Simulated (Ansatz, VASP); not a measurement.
## Al2Au: VASP beside Ansatz

```xyz
3
Lattice="0.0000 3.0395 3.0395 3.0395 0.0000 3.0395 3.0395 3.0395 0.0000" Properties=species:S:1:pos:R:3 pbc="T T T"
Al    1.5197    1.5197    1.5197
Al    4.5592    4.5592    4.5592
Au    0.0000    0.0000    0.0000
```

Change from the starting cell: volume scaled by 1.04, PAW files.

Alike in both runs: task electric field gradients; functional LDA; k mesh 11 × 11 × 11; occupations fermi-dirac, width 0.05 eV; no spin polarisation.

```csv
,VASP,Ansatz
version,VASP 6.6.1,Ansatz 0.2.0
potentials or method,"VASP PAW LDA potentials, release 64 (Al, Au)","PAW with Ansatz's default frozen-core files, scalar-relativistic"
plane-wave cutoff (eV),520,420
valence electrons in the cell,17,25
```

|  | VASP | Ansatz | Ansatz less VASP |
| --- | --- | --- | --- |
| pressure (GPa) | -6.2 | -6.4 | -0.17 |

LDA's correlation is that of Perdew and Zunger in VASP and of Perdew and Wang (1992) in Ansatz. VASP's potentials hold 17 valence electrons a cell and Ansatz's 25, so a difference there can come from the potentials and not from the codes.

Spin-orbit coupling is off throughout.
